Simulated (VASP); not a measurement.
# Os (P6_3/mmc) in VASP: further runs

Aim: see how the results for Os move with the level of theory and the settings. Levels: PBEsol-based global hybrid with 25 % exact exchange, BLYP, SVWN5. Tasks: single point.

All numbers are computed with VASP 6.6.1; they aren't measurements. Logs are shortened: lines on timing, memory, paths and dates and some standing lists are left out, and cuts for length are marked.

## Step 1: The cell of the first run

Symmetry: P6_3/mmc, No. 194, hexagonal system. The conventional cell has a = 2.752 Å, b = 2.752 Å, c = 4.348 Å, α = 90.00°, β = 90.00°, γ = 120.00°. Within 3.6 Å of Os (site symmetry -6m2) lie 12 Os at 2.69 to 2.75 Å.

## Step 2: Single point, PBEsol-based global hybrid with 25 % exact exchange

The input, POSCAR:

```
Os
1.0
    2.7522071502      0.0000000000      0.0000000000
   -1.3761035751      2.3834813086      0.0000000000
    0.0000000000      0.0000000000      4.3483081185
Os
2
Direct
    0.6666666667      0.3333333333      0.7500000000
    0.3333333333      0.6666666667      0.2500000000
```

The input, INCAR.step1:

```
  PREC = Accurate
  ENCUT = 520
  EDIFF = 1E-5
  ISMEAR = -1
  SIGMA = 0.05
  LREAL = F
  LASPH = T
  NELM = 60
  ALGO = Normal
  ISIF = 2
  LWAVE = T
  LCHARG = F
  GGA = PE
  NBANDS = 15
```

The input, INCAR.step2:

```
  PREC = Accurate
  ENCUT = 520
  EDIFF = 1E-7
  ISMEAR = -1
  SIGMA = 0.05
  LREAL = F
  LASPH = T
  NELM = 60
  ALGO = Normal
  ISIF = 2
  LWAVE = F
  LCHARG = F
  GGA = PS
  LHFCALC = T
  AEXX = 0.25
  PRECFOCK = Normal
  ISTART = 1
  NBANDS = 15
```

The input, KPOINTS:

```
regular mesh
0
Gamma
  6 6 3
```

Potentials or basis: VASP PAW PBE potentials, release 64 (Os).

Run with:

```console
cat potpaw_PBE.64/Os/POTCAR > POTCAR
cp INCAR.step1 INCAR
mpirun -np 1 vasp_std > vasp.out
cp INCAR.step2 INCAR
mpirun -np 1 vasp_std > vasp.out
```

OUTCAR:

```text
PREC = Accurate
   ENCUT = 520
   EDIFF = 1E-7
   ISMEAR = -1
   LREAL = F
   LASPH = T
   NELM = 60
   ISIF = 2
   GGA = PS
   LHFCALC = T
   AEXX = 0.25
   PRECFOCK = Normal
   ISTART = 1

 ion  position               nearest neighbor table
   1  0.667  0.333  0.750-   2 2.69   2 2.69   2 2.69   2 2.69   2 2.69   2 2.69
   2  0.333  0.667  0.250-   1 2.69   1 2.69   1 2.69   1 2.69   1 2.69   1 2.69

  LATTYP: Found a hexagonal cell.
 ALAT       =     2.7522071502
 C/A-ratio  =     1.5799348963

  Lattice vectors:

 A1 = (   2.7522071502,   0.0000000000,   0.0000000000)
 A2 = (  -1.3761035751,   2.3834813086,   0.0000000000)
 A3 = (   0.0000000000,   0.0000000000,   4.3483081185)

Analysis of symmetry for initial positions (statically):
=====================================================================
 Subroutine PRICEL returns:
 Original cell was already a primitive cell.

 Routine SETGRP: Setting up the symmetry group for a
 hexagonal supercell.

 Subroutine GETGRP returns: Found 24 space group operations
 (whereof 12 operations were pure point group operations)
 out of a pool of 24 trial point group operations.

The static configuration has the point symmetry D_3d.
 The point group associated with its full space group is D_6h.

Analysis of symmetry for dynamics (positions and initial velocities):
=====================================================================
 Subroutine PRICEL returns:
 Original cell was already a primitive cell.

 Routine SETGRP: Setting up the symmetry group for a
 hexagonal supercell.

 Subroutine GETGRP returns: Found 24 space group operations
 (whereof 12 operations were pure point group operations)
 out of a pool of 24 trial point group operations.

The dynamic configuration has the point symmetry D_3d.
 The point group associated with its full space group is D_6h.

 Subroutine INISYM returns: Found 24 space group operations
 (whereof 12 operations are pure point group operations),
 and found     1 'primitive' translations

----------------------------------------------------------------------------------------

                                     Primitive cell

[... 90 lines left out ...]
   NELECT =      16.0000    total number of electrons
   NUPDOWN=      -1.0000    fix difference up-down
   EMIN   =  10.00;   EMAX   =-10.00  energy-range for DOS
   EFERMI =   0.00;   METHOD = LEGACY
   ISMEAR =    -1;   SIGMA  =   0.05  broadening in eV -4-tet -1-fermi 0-gaus
   EFERMI_NEDOS =   21; number of points for ismear=-14 and -15
   IALGO  =     38    algorithm
   IMIX   =      1    mixing-type and parameters
     AMIX     =   0.40;   BMIX     =  1.00
     AMIX_MAG =   1.60;   BMIX_MAG =  1.00
  volume/ion in A,a.u.               =      14.26        96.25
  Fermi-wavevector in a.u.,A,eV,Ry     =   1.350135  2.551385 24.801566  1.822864
  Thomas-Fermi vector in A             =   2.477664
   LORBIT       =      0    0 simple, 1 ext, 2 COOP (PROOUT), +10 PAW based schemes
   GGA     = PS    functional components
   LHFCALC =     T    Hartree Fock is set to
   PRECFOCK=normal    Normal, Fast or Accurate (Low or Medium for compatibility)
   ENCUT4O =  -1.0   cutoff for four orbital integrals eV
   NKREDX  =     1    reduce k-point grid by
   NKREDY  =     1    reduce k-point grid by
   NKREDZ  =     1    reduce k-point grid by
   AEXX    =    0.2500 exact exchange contribution
   HFSCREEN=    0.0000 screening length (either q_TF or 0.3 A-1)
   HFSCREENC=   0.0000 screening length for correlation (either q_TF or 0.3 A-1)
   ENCUTFOCK=  -1.0 apply spherical cutoff to Coloumb kernel
   IVDW    =     0    specifies the selected vdW correction
   LEPSILON=     F    determine dielectric tensor
   LRPA    =     F    only Hartree local field effects (RPA)
 non-spin polarized calculation
  energy-cutoff  :      520.00
  volume of cell :       28.52
 maximum number of plane-waves:       779
  NGX = 16; NGY = 16; NGZ = 28

 number of electron      16.0000000 magnetization

 Free energy of the ion-electron system (eV)
  ---------------------------------------------------
  ext. energy  EPLUGINS =         0.00000000
  ---------------------------------------------------
  free energy    TOTEN  =       -29.20570714 eV

  energy without entropy =      -29.20318791  energy(sigma->0) =      -29.20444752

 E-fermi :   8.6797     XC(G=0): -10.9831

 val. band max:        8.5991169129   @ k =   0.1667   0.1667   0.0000
 cond. band min:       9.2284651518   @ k =   0.1667   0.0000   0.3333
 fundamental gap:      0.6293482389
 Fermi energy:         8.6796795297

 k-point     1 :       0.0000    0.0000    0.0000
  band No.  band energies     occupation
      1      -3.6676      2.00000
      2      -0.2362      2.00000
      3       4.8814      2.00000
      4       4.8814      2.00000
      5       5.2495      2.00000
      6       5.7627      2.00000
      7       5.7627      2.00000
      8       6.4535      2.00000
      9       6.4535      2.00000
     10       8.2014      1.99986
     11      11.0806      0.00000
     12      11.0806      0.00000
     13      19.0957      0.00000
     14      24.2443      0.00000
[... 221 lines left out ...]
      2       1.9531      2.00000
      3       2.0251      2.00000
      4       3.2038      2.00000
      5       4.4518      2.00000
      6       4.4518      2.00000
      7       6.5395      2.00000
      8       7.8992      2.00000
      9      11.1202      0.00000
     10      11.1202      0.00000
     11      16.8095      0.00000
     12      16.8095      0.00000
     13      19.6808      0.00000
     14      21.1021      0.00000
     15      21.1021      0.00000

------------------------ aborting loop because EDIFF is reached ----------------------------------------

  FORCE on cell =-STRESS in cart. coord.  units (eV):
  Direction    XX          YY          ZZ          XY          YZ          ZX
  --------------------------------------------------------------------------------------
  -------------------------------------------------------------------------------------
  Total       -2.9931852     -2.9931852     -4.2558340     -0.0000000      0.0000000      0.0000000
  in kB     -168.1244940   -168.1244940   -239.0463292     -0.0000000      0.0000000      0.0000000
  external PRESSURE =    -191.7651058 kB  Pullay stress =       0.0000000 kB

 VOLUME and BASIS-vectors are now :
 -----------------------------------------------------------------------------
  energy-cutoff  :      520.00
  volume of cell :       28.52
      direct lattice vectors                 reciprocal lattice vectors
     2.752207150  0.000000000  0.000000000     0.363344743  0.209777185  0.000000000
    -1.376103575  2.383481309  0.000000000     0.000000000  0.419554370  0.000000000
     0.000000000  0.000000000  4.348308119     0.000000000  0.000000000  0.229974503

 POSITION                                       TOTAL-FORCE (eV/Angst)
 -----------------------------------------------------------------------------------
      1.37610      0.79449      3.26123         0.000000      0.000000     -0.000000
     -0.00000      1.58899      1.08708         0.000000      0.000000      0.000000
 -----------------------------------------------------------------------------------
    total drift:                               -0.000000      0.000000     -0.000000

  FREE ENERGIE OF THE ION-ELECTRON SYSTEM (eV)
  ---------------------------------------------------
  free  energy   TOTEN  =       -29.2057071372 eV

  energy  without entropy=      -29.2031879058  energy(sigma->0) =      -29.20444752
```

Run time: 12 min. Hardware: 1 thread of Intel Xeon Platinum 8488C (Sapphire Rapids), shared host; peak memory 0.16 GiB.

Results:

```
Free energy            : -29.2057 eV
Pressure               : -19.2 GPa
Band gap on the k mesh : zero (bands 8 and 9 overlap by 5.07 eV)
```

Stress tensor (GPa, compression positive):
```
-16.81   0.00   0.00
  0.00 -16.81   0.00
  0.00   0.00 -23.90
```

Levels at points of the mesh, in eV from the Fermi level:
```
           k point  band 4  band 5  band 6  band 7  band 8  band 9  band 10  band 11  band 12  band 13
(0.00, 0.00, 0.00)   -3.80   -3.43   -2.92   -2.92   -2.23   -2.23    -0.48     2.40     2.40    10.42
(0.50, 0.00, 0.00)   -4.44   -3.54   -3.28   -2.43    2.85    3.44     3.46     5.42     6.79    10.64
```

Caveat: the k points lie up to 0.48 Å⁻¹ apart, too coarse for converged energies and pressures of a metal; the PAW data sets were made with another functional, which shifts forces and pressure a little; spin-orbit coupling is left out, which moves the levels of the heavy elements.

## Step 3: Single point, PBEsol-based global hybrid with 25 % exact exchange

This run uses another cell than the first one, of 14.54 Å³/atom.

The input, POSCAR:

```
Os
1.0
    2.7700791260      0.0000000000      0.0000000000
   -1.3850395630      2.3989588936      0.0000000000
    0.0000000000      0.0000000000      4.3765446767
Os
2
Direct
    0.6666666667      0.3333333333      0.7500000000
    0.3333333333      0.6666666667      0.2500000000
```

The input, INCAR.step1:

```
PREC = Accurate
ENCUT = 520
EDIFF = 1E-5
ISMEAR = -1
SIGMA = 0.05
LREAL = F
LASPH = T
NELM = 100
ALGO = Normal
ISIF = 2
LWAVE = T
LCHARG = F
GGA = PE
NBANDS = 15
```

The input, INCAR.step2:

```
PREC = Accurate
ENCUT = 520
EDIFF = 1E-7
ISMEAR = -1
SIGMA = 0.05
LREAL = F
LASPH = T
NELM = 100
ALGO = Normal
ISIF = 2
LWAVE = F
LCHARG = F
GGA = PS
LHFCALC = T
AEXX = 0.25
PRECFOCK = Normal
ISTART = 1
NBANDS = 15
```

The input, KPOINTS:

```
Automatic mesh
0
Gamma
  6 6 3
```

Potentials or basis: VASP PAW PBE potentials, release 64 (Os).

Run with:

```console
cat potpaw_PBE.64/Os/POTCAR > POTCAR
cp INCAR.step1 INCAR
mpirun -np 1 vasp_std > vasp.out
cp INCAR.step2 INCAR
mpirun -np 1 vasp_std > vasp.out
```

Run time: 11 min. Hardware: 1 thread of Intel Xeon Platinum 8488C (Sapphire Rapids), shared host; peak memory 0.17 GiB.

Results (log left out):

| Item | Value |
| --- | --- |
| Free energy | -29.1264 eV |
| Pressure | -26.3 GPa |
| Band gap on the k mesh | zero (bands 8 and 9 overlap by 4.95 eV) |

Stress tensor (GPa, compression positive):
```
-23.87   0.00   0.00
  0.00 -23.87   0.00
  0.00   0.00 -31.21
```

Levels at points of the mesh, in eV from the Fermi level:
```
           k point  band 6  band 7  band 8  band 9  band 10  band 11
(0.00, 0.00, 0.00)   -2.85   -2.85   -2.19   -2.19    -0.47     2.34
(0.50, 0.00, 0.00)   -3.22   -2.38    2.77    3.34     3.36     5.28
```

Caveat: the k points lie up to 0.48 Å⁻¹ apart, too coarse for converged energies and pressures of a metal; the PAW data sets were made with another functional, which shifts forces and pressure a little; spin-orbit coupling is left out, which moves the levels of the heavy elements.

## Step 4: Single point, BLYP

The input, INCAR:

```
SYSTEM = Os
PREC = Accurate
ENCUT = 560
EDIFF = 1E-6
ISMEAR = -1
SIGMA = 0.05
LREAL = .FALSE.
LASPH = .TRUE.
NELM = 120
ALGO = Normal
ISIF = 2
LWAVE = .FALSE.
LCHARG = .FALSE.
GGA = B5
ALDAX = 1.0
AGGAX = 1.0
AGGAC = 1.0
ALDAC = 0.0
NBANDS = 23
GGA_COMPAT = .FALSE.
```

The input, KPOINTS:

```
Automatic mesh
0
G
  11 11 6
  0 0 0
```

The input, POSCAR:

```
Os
1.0
    2.7522071502      0.0000000000      0.0000000000
   -1.3761035751      2.3834813086      0.0000000000
    0.0000000000      0.0000000000      4.3483081185
Os
2
Direct
    0.6666666667      0.3333333333      0.7500000000
    0.3333333333      0.6666666667      0.2500000000
```

Potentials or basis: VASP PAW PBE potentials, release 64 (Os_sv_GW).

Run with:

```console
cat potpaw_PBE.64/Os_sv_GW/POTCAR > POTCAR
mpirun -np 1 vasp_std > vasp.out
```

OUTCAR:

```text
SYSTEM = Os
   PREC = Accurate
   ENCUT = 560
   EDIFF = 1E-6
   ISMEAR = -1
   LREAL = .FALSE.
   LASPH = .TRUE.
   NELM = 120
   ISIF = 2
   GGA = B5

 ion  position               nearest neighbor table
   1  0.667  0.333  0.750-   2 2.69   2 2.69   2 2.69   2 2.69   2 2.69   2 2.69
   2  0.333  0.667  0.250-   1 2.69   1 2.69   1 2.69   1 2.69   1 2.69   1 2.69

  LATTYP: Found a hexagonal cell.
 ALAT       =     2.7522071502
 C/A-ratio  =     1.5799348963

  Lattice vectors:

 A1 = (   2.7522071502,   0.0000000000,   0.0000000000)
 A2 = (  -1.3761035751,   2.3834813086,   0.0000000000)
 A3 = (   0.0000000000,   0.0000000000,   4.3483081185)

Analysis of symmetry for initial positions (statically):
=====================================================================
 Subroutine PRICEL returns:
 Original cell was already a primitive cell.

 Routine SETGRP: Setting up the symmetry group for a
 hexagonal supercell.

 Subroutine GETGRP returns: Found 24 space group operations
 (whereof 12 operations were pure point group operations)
 out of a pool of 24 trial point group operations.

The static configuration has the point symmetry D_3d.
 The point group associated with its full space group is D_6h.

Analysis of symmetry for dynamics (positions and initial velocities):
=====================================================================
 Subroutine PRICEL returns:
 Original cell was already a primitive cell.

 Routine SETGRP: Setting up the symmetry group for a
 hexagonal supercell.

 Subroutine GETGRP returns: Found 24 space group operations
 (whereof 12 operations were pure point group operations)
 out of a pool of 24 trial point group operations.

The dynamic configuration has the point symmetry D_3d.
 The point group associated with its full space group is D_6h.

 Subroutine INISYM returns: Found 24 space group operations
 (whereof 12 operations are pure point group operations),
 and found     1 'primitive' translations

[... 108 lines left out ...]
   EFERMI =   0.00;   METHOD = LEGACY
   ISMEAR =    -1;   SIGMA  =   0.05  broadening in eV -4-tet -1-fermi 0-gaus
   EFERMI_NEDOS =   21; number of points for ismear=-14 and -15
   IALGO  =     38    algorithm
   IMIX   =      4    mixing-type and parameters
     AMIX     =   0.40;   BMIX     =  1.00
     AMIX_MAG =   1.60;   BMIX_MAG =  1.00
  volume/ion in A,a.u.               =      14.26        96.25
  Fermi-wavevector in a.u.,A,eV,Ry     =   1.701063  3.214543 39.370033  2.893616
  Thomas-Fermi vector in A             =   2.781084
   LORBIT       =      0    0 simple, 1 ext, 2 COOP (PROOUT), +10 PAW based schemes
   GGA     = B5    functional components
   LHFCALC =     F    Hartree Fock is set to
   AEXX    =    0.0000 exact exchange contribution
   IVDW    =     0    specifies the selected vdW correction
   LEPSILON=     F    determine dielectric tensor
   LRPA    =     F    only Hartree local field effects (RPA)
 non-spin polarized calculation
  energy-cutoff  :      560.00
  volume of cell :       28.52
 maximum number of plane-waves:       880
 NGX is ok and might be reduce to    24
   NGX = 11   NGY = 11   NGZ = 17

 number of electron      32.0000000 magnetization

 Free energy of the ion-electron system (eV)
  ---------------------------------------------------
  ext. energy  EPLUGINS =         0.00000000
  ---------------------------------------------------
  free energy    TOTEN  =       -21.48959702 eV

  energy without entropy =      -21.47493806  energy(sigma->0) =      -21.48226754

 E-fermi :  13.9426     XC(G=0): -13.7902

 val. band max:       13.9155181028   @ k =   0.3636  -0.0000   0.3333
 cond. band min:      13.9949835983   @ k =   0.3636   0.0909   0.3333
 fundamental gap:      0.0794654956
 Fermi energy:        13.9426186781

 k-point     1 :       0.0000    0.0000    0.0000
  band No.  band energies     occupation
      1     -72.1715      2.00000
      2     -72.0625      2.00000
      3     -32.3824      2.00000
      4     -31.4880      2.00000
      5     -31.4880      2.00000
      6     -31.3181      2.00000
[... 613 lines left out ...]
     22      28.8926      0.00000
     23      29.8840      0.00000

 [... further k-points ...]

------------------------ aborting loop because EDIFF is reached ----------------------------------------

  FORCE on cell =-STRESS in cart. coord.  units (eV):
  Direction    XX          YY          ZZ          XY          YZ          ZX
  --------------------------------------------------------------------------------------
  -------------------------------------------------------------------------------------
  Total        3.0703026      3.0703026      3.0829605     -0.0000000     -0.0000000      0.0000000
  in kB      172.4561065    172.4561065    173.1670927     -0.0000000     -0.0000000      0.0000000
  external PRESSURE =     172.6931019 kB  Pullay stress =       0.0000000 kB

 VOLUME and BASIS-vectors are now :
 -----------------------------------------------------------------------------
  energy-cutoff  :      560.00
  volume of cell :       28.52
      direct lattice vectors                 reciprocal lattice vectors
     2.752207150  0.000000000  0.000000000     0.363344743  0.209777185  0.000000000
    -1.376103575  2.383481309  0.000000000     0.000000000  0.419554370  0.000000000
     0.000000000  0.000000000  4.348308119     0.000000000  0.000000000  0.229974503

 POSITION                                       TOTAL-FORCE (eV/Angst)
 -----------------------------------------------------------------------------------
      1.37610      0.79449      3.26123         0.000000     -0.000000      0.000000
     -0.00000      1.58899      1.08708        -0.000000      0.000000      0.000000
 -----------------------------------------------------------------------------------
    total drift:                                0.000000     -0.000000      0.000000

  FREE ENERGIE OF THE ION-ELECTRON SYSTEM (eV)
  ---------------------------------------------------
  free  energy   TOTEN  =       -21.4895970186 eV

  energy  without entropy=      -21.4749380554  energy(sigma->0) =      -21.48226754
```

stdout:

```text
POSCAR found type information on POSCAR Os
 POSCAR found :  1 types and       2 ions
 scaLAPACK will be used
 -----------------------------------------------------------------------------
|                                                                             |
|                                                                             |
|     You enforced a specific xc type in the INCAR file but a different       |
|     I HOPE YOU KNOW WHAT YOU ARE DOING!                                     |
|                                                                             |
 -----------------------------------------------------------------------------

 LDA part: xc-table for (Slater(with rela. corr.)+VWN5), standard interpolation
 POSCAR, INCAR and KPOINTS ok, starting setup
 FFT: planning ... GRIDC
 FFT: planning ... GRID_SOFT
 FFT: planning ... GRID
 WAVECAR not read
 entering main loop
```

Wall time 57 s (1 thread of Intel Xeon 6975P-C (Granite Rapids), shared host); peak memory 0.18 GiB.

Results:

| Property | Result |
| --- | --- |
| Free energy | -21.4896 eV |
| Pressure | 17.3 GPa |
| Band gap on the k mesh | zero (bands 16 and 17 overlap by 3.78 eV) |

Caveat: the cell stands under pressure; the PAW data sets were made with another functional, which shifts forces and pressure a little; spin-orbit coupling is left out, which moves the levels of the heavy elements.

(Continued in part 2 of 2.)

The gap in the log of VASP goes by the Fermi energy; the results here count the filled bands.